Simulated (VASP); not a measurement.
Here is a VASP 6.6.1 calculation.

INCAR

```
PREC     = Accurate       # precision mode
ENCUT    = 700            # plane-wave cutoff, eV
EDIFF    = 1E-6           # SCF threshold, eV
ISMEAR   = 0              # smearing method
SIGMA    = 0.15           # smearing width, eV
LREAL    = False          # projectors in reciprocal space
LASPH    = True           # aspherical terms in the spheres
NELM     = 120            # most SCF steps
ALGO     = Normal         # electronic algorithm
ISIF     = 2              # what is computed and relaxed
LWAVE    = False          # write WAVECAR
LCHARG   = False          # write CHGCAR
GGA      = PS             # functional
NBANDS   = 16             # bands
GGA_COMPAT= False
```

Contents of KPOINTS:

```
regular mesh
0
Gamma
  18 18 18
```

POSCAR

```
TaN
1.0
    0.0000000000      2.1874436400      2.1583506396
    2.1874436400      0.0000000000      2.1583506396
    2.1874436400      2.1874436400      0.0000000000
Ta N
1 1
Direct
    0.5000000000      0.5000000000      0.5000000000
    0.0000000000      0.0000000000      0.0000000000
```

Potentials or basis: VASP PAW PBE potentials, release 64 (Ta_sv_GW, N).

Command:

```sh
$ cat potpaw_PBE.64/Ta_sv_GW/POTCAR potpaw_PBE.64/N/POTCAR > POTCAR
$ mpirun -np 1 vasp_std > vasp.out
```

Predict the band gap on the k mesh.

zero (bands 9 and 10 overlap by 4.20 eV).

What does it give for the pressure?

5.3 GPa.

Stress tensor (GPa, compression positive):
```
 2.23  0.00  0.00
 0.00  2.23  0.00
 0.00  0.00 11.51
```

Caveat: the cell differs from its parent crystal (engineering shear strain xz +0.0000, normal strain along z -0.0133); the stress differs along the axes, from 2 to 12 GPa; the PAW data sets were made with another functional, which shifts forces and pressure a little; spin-orbit coupling is left out, which moves the levels of the heavy elements.
